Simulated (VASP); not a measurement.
Runs of VASP 6.6.1 on ZrC. The structure is that of space group I4/mmm (No. 139), or close to it. The cells are those of the table. 

| cell | gap on the mesh (eV) | pressure (GPa) |
| --- | --- | --- |
| a = 3.238, b = 3.238, c = 3.611 Å, angles 56.1, 56.1, 67.8°, 2 atoms | none | 21.1 |
| a = 3.701, b = 3.701, c = 2.904 Å, angles 66.9, 66.9, 46.2°, 2 atoms | none | (a) |
| a = 3.385, b = 3.385, c = 3.220 Å, angles 61.6, 61.6, 56.8°, 2 atoms | none | (b) |
| a = 3.236, b = 3.236, c = 3.837 Å, angles 53.6, 53.6, 72.7°, 2 atoms | none | 59.0 |
| a = 3.284, b = 3.284, c = 3.417 Å, angles 58.6, 58.6, 62.7°, 2 atoms | none | -1.2 |
| a = 3.532, b = 3.532, c = 3.045 Å, angles 64.5, 64.5, 51.1°, 2 atoms | none | 23.5 |
| a = 3.455, b = 3.455, c = 3.128 Å, angles 63.1, 63.1, 53.8°, 2 atoms | none | 9.5 |

Alike in all rows: task single point; level PBEsol; potentials or basis VASP PAW PBE potentials, release 64 (Zr_sv, C); no spin polarisation; k mesh 20 × 20 × 20; cutoff (eV) 520; smearing gaussian 0.15 eV.

**Question.** Estimate the missing entries.

**Answer.** (a) 57.3; (b) -0.4.

Caveats: the PAW data sets were made with another functional, which shifts forces and pressure a little; the cell stands under pressure (at least some runs).

A k mesh can miss the band edges, and the runs leave out spin-orbit coupling on Zr.

A gap of «none» marks levels without a gap at the run's occupations.
